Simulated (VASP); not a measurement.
# MgZr2N (P-6m2) in VASP: a series of runs

MgZr2N is run at these levels: PBE; tasks: single point, relaxation of cell and atoms.

Program: VASP 6.6.1. These are calculated values, not measurements. Logs are shortened: lines on timing, memory, paths and dates and some standing lists are left out, and cuts for length are marked.

### 1 The cell of the first run

The structure is hexagonal, space group P-6m2 (No. 187). The conventional cell has a = 3.197 Å, b = 3.197 Å, c = 8.159 Å, α = 90.00°, β = 90.00°, γ = 120.00°. Mg (site symmetry -6m2) has 6 Mg at 3.20 Å and 6 Zr at 3.23 Å within 4.2 Å. Zr (site symmetry 3m) has 3 N at 2.33 Å and 7 Zr at 2.85 to 3.20 Å and 3 Mg at 3.23 Å within 3.3 Å. N (site symmetry -6m2) has 6 Zr at 2.33 Å and 6 N at 3.20 Å within 3.2 Å.

The cell was generated, and may not be a known phase.

### 2 Single point, PBE

The input, INCAR:

```
SYSTEM = MgZr2N
PREC = Accurate
ENCUT = 520
EDIFF = 1E-6
ISMEAR = 0
SIGMA = 0.1
LREAL = .FALSE.
LASPH = .TRUE.
NELM = 100
ALGO = Normal
ISIF = 2
LWAVE = .FALSE.
LCHARG = .FALSE.
GGA = PE
NBANDS = 24
```

The input, KPOINTS:

```
regular mesh
0
G
  18 18 6
  0 0 0
```

The input, POSCAR:

```
MgZr2N
1.0
    3.1967586732      0.0000000000      0.0000000000
   -1.5983793366      2.7684742207      0.0000000000
    0.0000000000      0.0000000000      8.1590555007
Mg Zr N
1 2 1
Direct
    0.3333333333      0.6666666667      0.0000000000
    0.6666666667      0.3333333333      0.3250695007
    0.6666666667      0.3333333333      0.6749304993
    0.0000000000      0.0000000000      0.5000000000
```

Potentials or basis: VASP PAW PBE potentials, release 64 (Mg, Zr_sv, N).

The run is started by

```sh
> cat potpaw_PBE.64/Mg/POTCAR potpaw_PBE.64/Zr_sv/POTCAR potpaw_PBE.64/N/POTCAR > POTCAR
> mpirun -np 1 vasp_std > vasp.out
```

OUTCAR:

```text
SYSTEM = MgZr2N
   PREC = Accurate
   ENCUT = 520
   EDIFF = 1E-6
   ISMEAR = 0
   LREAL = .FALSE.
   LASPH = .TRUE.
   NELM = 100
   ISIF = 2
   GGA = PE

 ion  position               nearest neighbor table
   1  0.333  0.667  0.000-   2 3.23   3 3.23   2 3.23   3 3.23   2 3.23   3 3.23
   2  0.667  0.333  0.325-   4 2.33   4 2.33   4 2.33   3 2.85   1 3.23   1 3.23   1 3.23
   3  0.667  0.333  0.675-   4 2.33   4 2.33   4 2.33   2 2.85   1 3.23   1 3.23   1 3.23
   4  0.000  0.000  0.500-   2 2.33   3 2.33   2 2.33   3 2.33   2 2.33   3 2.33

  LATTYP: Found a hexagonal cell.
 ALAT       =     3.1967586732
 C/A-ratio  =     2.5522900959

  Lattice vectors:

 A1 = (   3.1967586732,   0.0000000000,   0.0000000000)
 A2 = (  -1.5983793366,   2.7684742207,   0.0000000000)
 A3 = (   0.0000000000,   0.0000000000,   8.1590555007)

Analysis of symmetry for initial positions (statically):
=====================================================================
 Subroutine PRICEL returns:
 Original cell was already a primitive cell.

 Routine SETGRP: Setting up the symmetry group for a
 hexagonal supercell.

 Subroutine GETGRP returns: Found 12 space group operations
 (whereof 12 operations were pure point group operations)
 out of a pool of 24 trial point group operations.

The static configuration has the point symmetry D_3h.

Analysis of symmetry for dynamics (positions and initial velocities):
=====================================================================
 Subroutine PRICEL returns:
 Original cell was already a primitive cell.

 Routine SETGRP: Setting up the symmetry group for a
 hexagonal supercell.

 Subroutine GETGRP returns: Found 12 space group operations
 (whereof 12 operations were pure point group operations)
 out of a pool of 24 trial point group operations.

The dynamic configuration has the point symmetry D_3h.

 Subroutine INISYM returns: Found 12 space group operations
 (whereof 12 operations are pure point group operations),
 and found     1 'primitive' translations

----------------------------------------------------------------------------------------

                                     Primitive cell

  volume of cell :      72.2088

  direct lattice vectors                    reciprocal lattice vectors
     3.196758673  0.000000000  0.000000000     0.312816857  0.180604896  0.000000000
    -1.598379337  2.768474221  0.000000000     0.000000000  0.361209793  0.000000000
     0.000000000  0.000000000  8.159055501     0.000000000  0.000000000  0.122563206

[... 88 lines left out ...]
   LREAL  =      F    real-space projection
   EDIFFG = 0.1E-04   stopping-criterion for IOM
   NSW    =      0    number of steps for IOM
   IBRION =     -1    ionic relax: 0-MD 1-quasi-New 2-CG
   NFREE  =      0    steps in history (QN), initial steepest desc. (CG)
   ISIF   =      2    stress and relaxation
   ISYM   =      2    0-nonsym 1-usesym 2-fastsym
   POTIM  = 0.5000    time-step for ionic-motion
   TEBEG  =    0.0;   TEEND  =   0.0 temperature during run
   PSTRESS=    0.0 pullay stress
   NELECT =      31.0000    total number of electrons
   NUPDOWN=      -1.0000    fix difference up-down
   EMIN   =  10.00;   EMAX   =-10.00  energy-range for DOS
   EFERMI =   0.00;   METHOD = LEGACY
   ISMEAR =     0;   SIGMA  =   0.10  broadening in eV -4-tet -1-fermi 0-gaus
   EFERMI_NEDOS =   21; number of points for ismear=-14 and -15
   IALGO  =     38    algorithm
   IMIX   =      4    mixing-type and parameters
     AMIX     =   0.40;   BMIX     =  1.00
     AMIX_MAG =   1.60;   BMIX_MAG =  1.00
  volume/ion in A,a.u.               =      18.05       121.82
  Fermi-wavevector in a.u.,A,eV,Ry     =   1.234995  2.333803 20.751790  1.525214
  Thomas-Fermi vector in A             =   2.369663
   LORBIT       =      0    0 simple, 1 ext, 2 COOP (PROOUT), +10 PAW based schemes
   GGA     = PE    functional components
   LHFCALC =     F    Hartree Fock is set to
   AEXX    =    0.0000 exact exchange contribution
   IVDW    =     0    specifies the selected vdW correction
   LEPSILON=     F    determine dielectric tensor
   LRPA    =     F    only Hartree local field effects (RPA)
 non-spin polarized calculation
 Gauss-broadening in eV      SIGMA  =   0.10
  energy-cutoff  :      520.00
  volume of cell :       72.21
 maximum number of plane-waves:      1983
 NGX is ok and might be reduce to    24
   NGX = 11   NGY = 11   NGZ = 31

 number of electron      31.0000003 magnetization

 Free energy of the ion-electron system (eV)
  ---------------------------------------------------
  ext. energy  EPLUGINS =         0.00000000
  ---------------------------------------------------
  free energy    TOTEN  =       -29.19204125 eV

  energy without entropy =      -29.17003989  energy(sigma->0) =      -29.18104057

 E-fermi :   7.1565     XC(G=0): -10.6233

 val. band max:        7.1560791353   @ k =   0.2222   0.1667   0.0000
 cond. band min:       7.1675788327   @ k =   0.3333   0.0556   0.5000
 fundamental gap:      0.0114996974
 Fermi energy:         7.1565459806

 k-point     1 :       0.0000    0.0000    0.0000
  band No.  band energies     occupation
      1     -41.6838      2.00000
      2     -41.5908      2.00000
      3     -20.1821      2.00000
      4     -19.3614      2.00000
      5     -19.3469      2.00000
      6     -19.3469      2.00000
[... 637 lines left out ...]
     23      12.0180      0.00000
     24      12.3066      0.00000

 [... further k-points ...]

------------------------ aborting loop because EDIFF is reached ----------------------------------------

  FORCE on cell =-STRESS in cart. coord.  units (eV):
  Direction    XX          YY          ZZ          XY          YZ          ZX
  --------------------------------------------------------------------------------------
  -------------------------------------------------------------------------------------
  Total        0.0211342      0.0211342      0.0144902      0.0000000      0.0000000     -0.0000000
  in kB        0.4689284      0.4689284      0.3215105      0.0000000      0.0000000     -0.0000000
  external PRESSURE =       0.4197891 kB  Pullay stress =       0.0000000 kB

 VOLUME and BASIS-vectors are now :
 -----------------------------------------------------------------------------
  energy-cutoff  :      520.00
  volume of cell :       72.21
      direct lattice vectors                 reciprocal lattice vectors
     3.196758673  0.000000000  0.000000000     0.312816857  0.180604896  0.000000000
    -1.598379337  2.768474221  0.000000000     0.000000000  0.361209793  0.000000000
     0.000000000  0.000000000  8.159055501     0.000000000  0.000000000  0.122563206

 POSITION                                       TOTAL-FORCE (eV/Angst)
 -----------------------------------------------------------------------------------
     -0.00000      1.84565      0.00000        -0.000000     -0.000000      0.000000
      1.59838      0.92282      2.65226         0.000000      0.000000     -0.020017
      1.59838      0.92282      5.50680         0.000000      0.000000      0.020017
      0.00000      0.00000      4.07953        -0.000000     -0.000000      0.000000
 -----------------------------------------------------------------------------------
    total drift:                               -0.000001      0.000000      0.000000

  FREE ENERGIE OF THE ION-ELECTRON SYSTEM (eV)
  ---------------------------------------------------
  free  energy   TOTEN  =       -29.1920412505 eV

  energy  without entropy=      -29.1700398898  energy(sigma->0) =      -29.18104057
```

Run time: 5.8 min. Hardware: 1 thread of AMD EPYC 7R13, shared host; peak memory 0.38 GiB.

Results:

```
Free energy            : -29.1920 eV
Pressure               : 0.0 GPa
Largest force          : 0.020 eV/Å
Band gap on the k mesh : zero (an odd number of electrons rules out a gap without spin polarisation)
```

Forces on the atoms (eV/Å):
```
Mg   0.000  0.000  0.000
Zr   0.000  0.000 -0.020
Zr   0.000  0.000  0.020
N    0.000  0.000  0.000
```

Levels at points of the mesh, in eV from the Fermi level:
| k point | band 13 | band 14 | band 15 | band 16 | band 17 | band 18 | band 19 | band 20 |
| --- | --- | --- | --- | --- | --- | --- | --- | --- |
| (0.00, 0.00, 0.00) | -3.25 | -1.87 | -1.13 | 1.26 | 1.26 | 1.75 | 1.75 | 2.15 |
| (0.50, 0.00, 0.00) | -1.48 | -1.19 | -0.84 | -0.50 | 0.30 | 2.71 | 3.36 | 4.01 |
| (0.00, 0.00, 0.50) | -3.25 | -2.61 | -1.11 | 1.26 | 1.26 | 1.65 | 1.77 | 1.77 |
| (0.50, 0.00, 0.50) | -1.58 | -1.14 | -0.86 | -0.24 | 0.33 | 1.56 | 3.24 | 4.19 |

### 3 Relaxation of cell and atoms, PBE

The input, INCAR:

```
SYSTEM = MgZr2N
PREC = Accurate
ENCUT = 600
EDIFF = 1E-7
ISMEAR = 0
SIGMA = 0.1
LREAL = .False.
LASPH = .True.
NELM = 100
ALGO = Normal
ISIF = 3
LWAVE = .False.
LCHARG = .False.
GGA = PE
IBRION = 2
NSW = 100
EDIFFG = -0.01
```

The input, KPOINTS:

```
Automatic mesh
0
Gamma
  18 18 6
  0 0 0
```

The input, POSCAR:

```
MgZr2N
1.0
    3.2030849300      0.0000000000      0.0000000000
   -1.6015424650      2.7739529199      0.0000000000
    0.0000000000      0.0000000000      8.1268377727
Mg Zr N
1 2 1
Direct
    0.3333333333      0.6666666667      0.0000000000
    0.6666666667      0.3333333333      0.3247001946
    0.6666666667      0.3333333333      0.6752998054
    0.0000000000      0.0000000000      0.5000000000
```

Potentials or basis: VASP PAW PBE potentials, release 64 (Mg, Zr_sv, N).

The run is started by

```sh
> cat potpaw_PBE.64/Mg/POTCAR potpaw_PBE.64/Zr_sv/POTCAR potpaw_PBE.64/N/POTCAR > POTCAR
> mpirun -np 1 vasp_std > vasp.out
```

Wall time 22 min (1 thread of AMD EPYC 7R13, shared host); peak memory 0.44 GiB.

Results (log left out):

* Free energy: -29.1939 eV
* Relaxed volume: 18.04 Å³/atom
* Relaxed cell: a = 3.197 Å, b = 3.197 Å, c = 8.154 Å, α = 90.00°, β = 90.00°, γ = 120.00°
* Space group after relaxing (to 0.1 Å): P-6m2 (No. 187)
* Energy gained by relaxing: 0.1 meV/atom
* Ionic steps: 4
* Pressure after relaxing: 0.0 GPa
* Largest force after relaxing: 0.003 eV/Å
* Band gap on the k mesh: zero (an odd number of electrons rules out a gap without spin polarisation)

Forces in eV/Å, atoms in the order of the input:
```
Mg   0.000  0.000  0.000
Zr   0.000  0.000  0.003
Zr   0.000  0.000 -0.003
N    0.000  0.000  0.000
```

The path:
```tsv
step	energy change (eV)	largest force (eV/Å)	pressure (GPa)	volume (Å³)
1	0.0000	0.0052	-0.04	72.21
2	-0.0004	0.0155	0.00	72.16
3	-0.0004	0.0216	0.03	72.13
4	-0.0005	0.0032	0.02	72.17
```

Final structure:
```cif
data_structure
_symmetry_space_group_name_H-M 'P 1'
_symmetry_Int_Tables_number 1
_cell_length_a 3.1969
_cell_length_b 3.1969
_cell_length_c 8.1544
_cell_angle_alpha 90.000
_cell_angle_beta 90.000
_cell_angle_gamma 120.000
_cell_volume 72.17
loop_
_atom_site_label
_atom_site_type_symbol
_atom_site_fract_x
_atom_site_fract_y
_atom_site_fract_z
_atom_site_occupancy
Mg1 Mg 0.33333 0.66667 0.00000 1
Zr1 Zr 0.66667 0.33333 0.32490 1
Zr2 Zr 0.66667 0.33333 0.67510 1
N1 N 0.00000 0.00000 0.50000 1
```

Levels at points of the mesh, in eV from the Fermi level:
| k point | band 14 | band 15 | band 16 | band 17 | band 18 | band 19 |
| --- | --- | --- | --- | --- | --- | --- |
| (0.00, 0.00, 0.00) | -1.87 | -1.13 | 1.26 | 1.26 | 1.76 | 1.76 |
| (0.50, 0.00, 0.00) | -1.19 | -0.84 | -0.50 | 0.29 | 2.71 | 3.36 |
| (0.00, 0.00, 0.50) | -2.61 | -1.11 | 1.26 | 1.26 | 1.65 | 1.77 |
| (0.50, 0.00, 0.50) | -1.14 | -0.86 | -0.24 | 0.33 | 1.56 | 3.24 |
